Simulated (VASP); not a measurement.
# Si (I4/mmm) in VASP: a series of runs

Si is run at these levels: LDA; tasks: single point.

Program: VASP 6.6.1. These are calculated values, not measurements. Logs are shortened: lines on timing, memory, paths and dates and some standing lists are left out, and cuts for length are marked.

## (1) The cell of the first run

Symmetry: I4/mmm, No. 139, tetragonal system. The conventional cell has a = 6.456 Å, b = 6.456 Å, c = 3.753 Å, α = 90.00°, β = 90.00°, γ = 90.00°. Si (site symmetry m2m) has 4 Si at 2.28 to 2.32 Å within 3.0 Å.

## (2) Single point, LDA (19.55 Å³/atom)

INCAR reads:

```
ALGO     = Normal         # electronic algorithm
EDIFF    = 1E-7           # SCF threshold, eV
ENCUT    = 520            # plane-wave cutoff, eV
GGA      = CA             # functional
ISIF     = 2              # what is computed and relaxed
ISMEAR   = 0              # smearing method
LASPH    = T              # aspherical terms in the spheres
LCHARG   = T              # write CHGCAR
LELF     = T              # ELF
LREAL    = F              # projectors in reciprocal space
LVHAR    = T            
LWAVE    = F              # write WAVECAR
NBANDS   = 16             # bands
NELM     = 80             # most SCF steps
PREC     = Accurate       # precision mode
SIGMA    = 0.01           # smearing width, eV
```

KPOINTS reads:

```
k-points
0
Gamma
  10 10 10
```

POSCAR reads:

```
Si
1.0
   -3.2278782105      3.2278782105      1.8763661237
    3.2278782105     -3.2278782105      1.8763661237
    3.2278782105      3.2278782105     -1.8763661237
Si
4
Direct
    0.1793732579      0.1793732579      0.3587465157
    0.8206267421      0.8206267421      0.6412534843
    0.1793732579      0.8206267421      0.0000000000
    0.8206267421      0.1793732579      0.0000000000
```

Potentials or basis: VASP PAW LDA potentials, release 64 (Si).

Run with:

```sh
$ cat potpaw_LDA.64/Si/POTCAR > POTCAR
$ mpirun -np 1 vasp_std > vasp.out
```

OUTCAR:

```text
EDIFF = 1E-7
   ENCUT = 520
   GGA = CA
   ISIF = 2
   ISMEAR = 0
   LASPH = T
   LREAL = F
   NELM = 80
   PREC = Accurate

 ion  position               nearest neighbor table
   1  0.179  0.179  0.359-   2 2.28   2 2.28   3 2.32   4 2.32
   2  0.821  0.821  0.641-   1 2.28   1 2.28   4 2.32   3 2.32
   3  0.179  0.821  0.000-   4 2.28   4 2.28   2 2.32   1 2.32
   4  0.821  0.179  0.000-   3 2.28   3 2.28   2 2.32   1 2.32

  LATTYP: Found a body centered tetragonal cell.
 ALAT       =     6.4557564210
 C/A-ratio  =     0.5813001611

  Lattice vectors:

 A1 = (  -3.2278782105,   3.2278782105,   1.8763661237)
 A2 = (   3.2278782105,  -3.2278782105,   1.8763661237)
 A3 = (   3.2278782105,   3.2278782105,  -1.8763661237)

Analysis of symmetry for initial positions (statically):
=====================================================================
 Subroutine PRICEL returns:
 Original cell was already a primitive cell.

 Routine SETGRP: Setting up the symmetry group for a
 body centered tetragonal supercell.

 Subroutine GETGRP returns: Found 16 space group operations
 (whereof 16 operations were pure point group operations)
 out of a pool of 16 trial point group operations.

The static configuration has the point symmetry D_4h.

Analysis of symmetry for dynamics (positions and initial velocities):
=====================================================================
 Subroutine PRICEL returns:
 Original cell was already a primitive cell.

 Routine SETGRP: Setting up the symmetry group for a
 body centered tetragonal supercell.

 Subroutine GETGRP returns: Found 16 space group operations
 (whereof 16 operations were pure point group operations)
 out of a pool of 16 trial point group operations.

The dynamic configuration has the point symmetry D_4h.

 Subroutine INISYM returns: Found 16 space group operations
 (whereof 16 operations are pure point group operations),
 and found     1 'primitive' translations

----------------------------------------------------------------------------------------

                                     Primitive cell

  volume of cell :      78.2009

  direct lattice vectors                    reciprocal lattice vectors
    -3.227878211  3.227878211  1.876366124     0.000000000  0.154900516  0.266472515
     3.227878211 -3.227878211  1.876366124     0.154900516  0.000000000  0.266472515
     3.227878211  3.227878211 -1.876366124     0.154900516  0.154900516  0.000000000

  length of vectors
     4.935498487  4.935498487  4.935498487     0.308223573  0.308223573  0.219062410

  position of ions in fractional coordinates (direct lattice)
     0.179373258  0.179373258  0.358746516
     0.820626742  0.820626742  0.641253484
     0.179373258  0.820626742  0.000000000
     0.820626742  0.179373258  0.000000000

  ion indices of the primitive-cell ions
   primitive index   ion index
                 1           1
                 2           2
                 3           3
                 4           4

----------------------------------------------------------------------------------------

 KPOINTS: k-points

Automatic generation of k-mesh.
 Grid dimensions read from file:
 generate k-points for:   10   10   10

 Generating k-lattice:

  Cartesian coordinates                     Fractional coordinates (reciprocal lattice)
     0.000000000  0.015490052  0.026647251     0.100000000  0.000000000 -0.000000000
     0.015490052  0.000000000  0.026647251     0.000000000  0.100000000 -0.000000000
     0.015490052  0.015490052  0.000000000     0.000000000  0.000000000  0.100000000

  Length of vectors
     0.030822357  0.030822357  0.021906241

  Shift w.r.t. Gamma in fractional coordinates (k-lattice)
     0.000000000  0.000000000  0.000000000

 Subroutine IBZKPT returns following result:
 ===========================================

 Found    102 irreducible k-points:

 Following reciprocal coordinates:
            Coordinates               Weight
  0.000000  0.000000  0.000000      1.000000
  0.100000  0.000000  0.000000      8.000000
  0.200000  0.000000  0.000000      8.000000
  0.300000  0.000000 -0.000000      8.000000
  0.400000  0.000000  0.000000      8.000000
  0.500000  0.000000  0.000000      4.000000
[... 16 lines left out ...]
  0.300000  0.300000 -0.000000      8.000000
  0.400000  0.300000  0.000000     16.000000
 [... further k-points ...]
   k-points           NKPTS =    102   k-points in BZ     NKDIM =    102   number of bands    NBANDS=     16
   number of dos      NEDOS =    301   number of ions     NIONS =      4
   total plane-waves  NPLWV =  64000
   dimension x,y,z NGX =    40 NGY =   40 NGZ =   40
   dimension x,y,z NGXF=    80 NGYF=   80 NGZF=   80
   ions per type =               4
   NGX,Y,Z   is equivalent  to a cutoff of  13.47, 13.47, 13.47 a.u.
   NGXF,Y,Z  is equivalent  to a cutoff of  26.95, 26.95, 26.95 a.u.
 SYSTEM =  unknown system
   PREC   = accura    normal or accurate (medium, high low for compatibility)
   ISTART =      0    job   : 0-new  1-cont  2-samecut
   ICHARG =      2    charge: 1-file 2-atom 10-const
   ISPIN  =      1    spin polarized calculation?
   LNONCOLLINEAR =      F non collinear calculations
   LSORBIT =      F    spin-orbit coupling
   LASPH  =      T    aspherical Exc in radial PAW
   ENCUT  =  520.0 eV  38.22 Ry    6.18 a.u.   9.18  9.18  9.18*2*pi/ulx,y,z
   NELM   =     80;   NELMIN=  2; NELMDL= -5     # of ELM steps
   EDIFF  = 0.1E-06   stopping-criterion for ELM
   LREAL  =      F    real-space projection
   EDIFFG = 0.1E-05   stopping-criterion for IOM
   NSW    =      0    number of steps for IOM
   IBRION =     -1    ionic relax: 0-MD 1-quasi-New 2-CG
   NFREE  =      0    steps in history (QN), initial steepest desc. (CG)
   ISIF   =      2    stress and relaxation
   ISYM   =      2    0-nonsym 1-usesym 2-fastsym
   POTIM  = 0.5000    time-step for ionic-motion
   TEBEG  =    0.0;   TEEND  =   0.0 temperature during run
   PSTRESS=    0.0 pullay stress
   NELECT =      16.0000    total number of electrons
   NUPDOWN=      -1.0000    fix difference up-down
   EMIN   =  10.00;   EMAX   =-10.00  energy-range for DOS
   EFERMI =   0.00;   METHOD = LEGACY
   ISMEAR =     0;   SIGMA  =   0.01  broadening in eV -4-tet -1-fermi 0-gaus
   EFERMI_NEDOS =   21; number of points for ismear=-14 and -15
   IALGO  =     38    algorithm
   IMIX   =      4    mixing-type and parameters
     AMIX     =   0.40;   BMIX     =  1.00
     AMIX_MAG =   1.60;   BMIX_MAG =  1.00
  volume/ion in A,a.u.               =      19.55       131.93
  Fermi-wavevector in a.u.,A,eV,Ry     =   0.964667  1.822957 12.661349  0.930583
  Thomas-Fermi vector in A             =   2.094318
   LORBIT       =      0    0 simple, 1 ext, 2 COOP (PROOUT), +10 PAW based schemes
   GGA     = CA    functional components
   LHFCALC =     F    Hartree Fock is set to
   AEXX    =    0.0000 exact exchange contribution
   IVDW    =     0    specifies the selected vdW correction
   LEPSILON=     F    determine dielectric tensor
   LRPA    =     F    only Hartree local field effects (RPA)
 non-spin polarized calculation
 Gauss-broadening in eV      SIGMA  =   0.01
  energy-cutoff  :      520.00
  volume of cell :       78.20
 maximum number of plane-waves:      2121
 NGX is ok and might be reduce to    40
   NGX = 19   NGY = 19   NGZ = 19

 number of electron      16.0000000 magnetization

 Free energy of the ion-electron system (eV)
  ---------------------------------------------------
  ext. energy  EPLUGINS =         0.00000000
  ---------------------------------------------------
  free energy    TOTEN  =       -23.28783909 eV

  energy without entropy =      -23.28780016  energy(sigma->0) =      -23.28781962

 E-fermi :   6.2870     XC(G=0):  -9.6210

 val. band max:        6.2014538644   @ k =   0.5000   0.5000   0.4000
 cond. band min:       6.2924043372   @ k =  -0.1000  -0.2000   0.1000
 fundamental gap:      0.0909504728
 Fermi energy:         6.2870459650

 k-point     1 :       0.0000    0.0000    0.0000
  band No.  band energies     occupation
      1      -6.3893      2.00000
      2      -1.7776      2.00000
      3       0.4662      2.00000
      4       0.4662      2.00000
      5       2.1714      2.00000
      6       4.6015      2.00000
[... 8 lines left out ...]
     15      11.4917      0.00000
     16      13.1056      0.00000

 k-point     2 :       0.1000    0.0000    0.0000
  band No.  band energies     occupation
      1      -6.2709      2.00000
      2      -1.8144      2.00000
      3       0.3143      2.00000
      4       0.6595      2.00000
      5       2.2900      2.00000
      6       3.9337      2.00000
[... 8 lines left out ...]
     15      11.0036      0.00000
     16      13.7039      0.00000

 k-point     3 :       0.2000    0.0000    0.0000
  band No.  band energies     occupation
      1      -5.9214      2.00000
      2      -1.8478      2.00000
      3      -0.1098      2.00000
      4       0.9893      2.00000
      5       2.4710      2.00000
      6       2.7807      2.00000
[... 8 lines left out ...]
     15      11.5096      0.00000
     16      13.5168      0.00000

 k-point     4 :       0.3000    0.0000   -0.0000
  band No.  band energies     occupation
      1      -5.3638      2.00000
      2      -1.7764      2.00000
      3      -0.8548      2.00000
      4       0.7758      2.00000
      5       1.9311      2.00000
      6       2.5465      2.00000
[... 8 lines left out ...]
     15      12.5117      0.00000
     16      13.1644      0.00000
[... 324 lines left out ...]
 k-point    22 :      -0.2000    0.2000    0.0000
  band No.  band energies     occupation
      1      -6.1542      2.00000
      2      -2.6562      2.00000
      3       0.5170      2.00000
      4       0.6571      2.00000
      5       3.2308      2.00000
      6       4.3621      2.00000
[... 8 lines left out ...]
     15      11.9776      0.00000
     16      14.0049      0.00000

 k-point    23 :       0.3000    0.3000   -0.0000
  band No.  band energies     occupation
      1      -4.1460      2.00000
      2      -2.7115      2.00000
      3      -1.8731      2.00000
      4       0.3352      2.00000
      5       1.4295      2.00000
      6       3.1150      2.00000
[... 8 lines left out ...]
     15      12.9385      0.00000
     16      14.1615      0.00000

 k-point    24 :       0.4000    0.3000    0.0000
  band No.  band energies     occupation
      1      -4.5722      2.00000
      2      -3.3263      2.00000
      3      -1.1331      2.00000
      4       1.0123      2.00000
      5       1.6728      2.00000
      6       2.9734      2.00000
[... 8 lines left out ...]
     15      12.4388      0.00000
     16      13.3019      0.00000

 [... further k-points ...]
[... 5 lines left out ...]
  --------------------------------------------------------------------------------------
  -------------------------------------------------------------------------------------
  Total        3.0560274      3.0560274      3.0419113      0.0000000      0.0000000     -0.0000000
  in kB       62.6117676     62.6117676     62.3225585      0.0000000      0.0000000     -0.0000000
  external PRESSURE =      62.5153646 kB  Pullay stress =       0.0000000 kB

 VOLUME and BASIS-vectors are now :
 -----------------------------------------------------------------------------
  energy-cutoff  :      520.00
  volume of cell :       78.20
      direct lattice vectors                 reciprocal lattice vectors
    -3.227878211  3.227878211  1.876366124     0.000000000  0.154900516  0.266472515
     3.227878211 -3.227878211  1.876366124     0.154900516  0.000000000  0.266472515
     3.227878211  3.227878211 -1.876366124     0.154900516  0.154900516  0.000000000

 POSITION                                       TOTAL-FORCE (eV/Angst)
 -----------------------------------------------------------------------------------
      1.15799      1.15799      0.00000         0.003299      0.003299     -0.000000
      2.06989      2.06989      1.87637        -0.003299     -0.003299      0.000000
      2.06989     -2.06989      1.87637        -0.003299      0.003299      0.000000
     -2.06989      2.06989      1.87637         0.003299     -0.003299      0.000000
 -----------------------------------------------------------------------------------
    total drift:                               -0.000000     -0.000000     -0.000000

  FREE ENERGIE OF THE ION-ELECTRON SYSTEM (eV)
  ---------------------------------------------------
  free  energy   TOTEN  =       -23.2878390929 eV

  energy  without entropy=      -23.2878001563  energy(sigma->0) =      -23.28781962
```

Wall time 68 s (1 thread of Intel Xeon 6975P-C (Granite Rapids), shared host); peak memory 0.24 GiB.

Results:

```yaml
Free_energy: -23.2878 eV
Pressure: 6.3 GPa
Largest_force: 0.005 eV/Å
Band_gap_on_the_k_mesh: zero (filled and empty bands overlap)
```

Forces on the atoms (eV/Å):
```
Si   0.003  0.003  0.000
Si  -0.003 -0.003  0.000
Si  -0.003  0.003  0.000
Si   0.003 -0.003  0.000
```

Caveat: the cell stands under pressure; semilocal functionals underestimate gaps, and a narrow one can read as zero.

## (3) Single point, LDA (20.17 Å³/atom)

This run uses another cell than the first one, of 20.17 Å³/atom.

INCAR reads:

```
SYSTEM = Si
  ALGO = Normal
  EDIFF = 1E-7
  ENCUT = 520
  ISIF = 2
  ISMEAR = 0
  LASPH = .TRUE.
  LCHARG = .FALSE.
  LREAL = .FALSE.
  LWAVE = .FALSE.
  NBANDS = 16
  NELM = 60
  PREC = Accurate
  SIGMA = 0.01
```

KPOINTS reads:

```
k-points
0
G
  10 10 10
  0 0 0
```

POSCAR reads:

```
Si
1.0
   -3.2656430292      3.2656430292      1.8917264011
    3.2656430292     -3.2656430292      1.8917264011
    3.2656430292      3.2656430292     -1.8917264011
Si
4
Direct
    0.1790670055      0.1790670055      0.3581340110
    0.8209329945      0.8209329945      0.6418659890
    0.1790670055      0.8209329945      0.0000000000
    0.8209329945      0.1790670055      0.0000000000
```

Potentials or basis: VASP PAW LDA potentials, release 64 (Si).

Run with:

```sh
$ cat potpaw_LDA.64/Si/POTCAR > POTCAR
$ mpirun -np 1 vasp_std > vasp.out
```

Wall time 65 s (1 thread of Intel Xeon 6975P-C (Granite Rapids), shared host); peak memory 0.24 GiB.

Results (log left out):

- Free energy: -23.3591 eV
- Pressure: 2.9 GPa
- Largest force: 0.004 eV/Å
- Band gap on the k mesh: 0.10 eV (least direct gap 0.18 eV)

Forces on the atoms (eV/Å):
```
Si   0.003  0.003  0.000
Si  -0.003 -0.003  0.000
Si  -0.003  0.003  0.000
Si   0.003 -0.003  0.000
```

Levels at points of the mesh, in eV from the valence-band top:
```csv
k point,band 6,band 7,band 8,band 9,band 10,band 11
"(0.00, 0.00, 0.00)",-1.59,-1.59,-0.61,1.31,1.61,1.61
"(0.50, 0.00, 0.00)",-3.72,-2.54,-1.50,0.64,2.35,2.91
"(0.50, 0.50, 0.00)",-2.14,-2.05,-1.74,1.51,1.78,1.87
"(0.50, 0.50, 0.50)",-0.27,0.00,0.00,0.18,3.52,3.65
```

(Part 1 of 2 ends here.)

The gap in the log of VASP goes by the Fermi energy; the results here count the filled bands.